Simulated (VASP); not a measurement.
Set up this calculation in VASP 6.6.1, as the native input.

```
Task                   : relaxation of cell and atoms
Functional             : PBE
Potentials or basis    : VASP PAW PBE potentials, release 64 (Si, O)
Cutoff                 : 600 eV
k mesh                 : 6 × 6 × 14
Occupations            : gaussian, width 0.1 eV
Spin                   : no spin polarisation
Dipole correction      : no
Further INCAR settings : ALGO = Normal; EDIFF = 1e-06; IBRION = 2; EDIFFG = -0.01; NSW = 100; ISIF = 3
```

The structure of Si5O lies in POSCAR:

```
Si5O
1.0
    6.6839565968      0.0000000000      0.0000000000
   -3.3419782984      5.7884762106      0.0000000000
    0.0000000000      0.0000000000      2.5596212250
Si O
5 1
Direct
    0.7236052957      0.0000000000      0.0000000000
    0.0000000000      0.7236052957      0.0000000000
    0.2763947043      0.2763947043      0.0000000000
    0.3333333333      0.6666666667      0.0000000000
    0.6666666667      0.3333333333      0.0000000000
    0.0000000000      0.0000000000      0.0000000000
```

The cell was generated, and may not be a known phase.

These files were run (other wordings do the same):

INCAR

```
PREC = Accurate ; ENCUT = 600
EDIFF = 1E-6 ; ISMEAR = 0
SIGMA = 0.1 ; LREAL = F
LASPH = T ; NELM = 100
ALGO = Normal ; ISIF = 3
LWAVE = F ; LCHARG = F
GGA = PE ; IBRION = 2
NSW = 100 ; EDIFFG = -0.01
```

KPOINTS

```
Automatic mesh
0
Gamma
  6 6 14
```

Potentials or basis: VASP PAW PBE potentials, release 64 (Si, O).

The run is started by

```sh
$ cat potpaw_PBE.64/Si/POTCAR potpaw_PBE.64/O/POTCAR > POTCAR
$ mpirun -np 1 vasp_std > vasp.out
```

Results of the run:

```json
{
 "Relaxed volume": "16.49 Å³/atom",
 "Relaxed cell": "a = 6.622 Å, b = 6.622 Å, c = 2.606 Å, α = 90.00°, β = 90.00°, γ = 120.00°",
 "Space group after relaxing (to 0.1 Å)": "P-62m (No. 189)",
 "Energy gained by relaxing": "6.4 meV/atom",
 "Ionic steps": "6",
 "Pressure after relaxing": "0.1 GPa",
 "Band gap on the k mesh": "zero (bands 13 and 14 overlap by 2.50 eV)"
}
```

Run time: 2.3 min on 1 thread of Intel(R) Xeon(R) 6975P-C (Granite Rapids), on a shared host, peak memory 0.29 GiB.
